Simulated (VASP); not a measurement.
A run of VASP 6.6.1 is set up as follows.

INCAR

```
SYSTEM = Ti
  PREC = Accurate
  ENCUT = 500
  EDIFF = 1E-6
  ISMEAR = 0
  SIGMA = 0.1
  LREAL = .False.
  LASPH = .True.
  NELM = 120
  ALGO = Normal
  ISIF = 2
  LWAVE = .False.
  LCHARG = .False.
  GGA = PE
  NBANDS = 25
  GGA_COMPAT = .False.
```

The input KPOINTS:

```
regular mesh
0
Gamma
  3 3 2
  0 0 0
```

File POSCAR:

```
Ti
1.0
    4.5673748306      0.0000000000      0.0000000000
   -2.2836874153      3.9554626319      0.0000000000
    0.0000000000      0.0000000000      2.8262442700
Ti
3
Direct
    0.0000000000      0.0000000000      0.0000000000
    0.3333333333      0.6666666667      0.5000000000
    0.6666666667      0.3333333333      0.5000000000
```

Potentials or basis: VASP PAW PBE potentials, release 64 (Ti_sv).

Run with:

```bash
$ cat potpaw_PBE.64/Ti_sv/POTCAR > POTCAR
$ mpirun -np 1 vasp_std > vasp.out
```

Q: Estimate the band gap on the k mesh.

A: Zero (band 18 reaches 8.67 eV, above the bottom of band 19 at 8.56 eV).

Q: What does it give for the pressure?

A: -3.9 GPa.

Stress tensor (GPa, compression positive):
```
  4.94   0.00   0.00
  0.00   4.94   0.00
  0.00   0.00 -21.61
```

Caveat: the k points lie up to 1.11 Å⁻¹ apart.
